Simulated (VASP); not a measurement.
Runs of VASP 6.6.1 on ZrO2. The structure is that of space group Fm-3m (No. 225), or close to it. The cells are those of the table. 

```csv
task,cell,gap on the mesh (eV),pressure (GPa)
single point,"a = 3.465 Å, angles 60.0°, 3 atoms",3.66,40.3
single point,"a = 3.607 Å, angles 60.0°, 3 atoms",(c),(a)
relaxation of cell and atoms,"relaxed to 40 GPa from a = 3.462 Å, angles 60.0°, 3 atoms",3.65,40.0
single point,"a = 3.531 Å, angles 60.0°, 3 atoms",3.51,20.1
single point,"a = 3.571 Å, angles 60.0°, 3 atoms",(b),10.1
single point,"a = 3.593 Å, angles 60.0°, 3 atoms",3.37,5.1
single point,"a = 3.628 Å, angles 60.0°, 3 atoms",3.29,-1.9
```

Alike in all rows: level PBE; potentials or basis VASP PAW PBE potentials, release 64 (Zr_sv, O); no spin polarisation; k mesh 8 × 8 × 8; cutoff (eV) 600; smearing gaussian 0.02 eV.

Fill in the values left out.

(a) 2.2; (b) 3.42; (c) 3.34.

Caveats: the cell stands under pressure (at least some runs); the cell is relaxed towards a set pressure, so the run minimises the enthalpy, not the energy (at least some runs).

A k mesh can miss the band edges, and the runs leave out spin-orbit coupling on Zr.
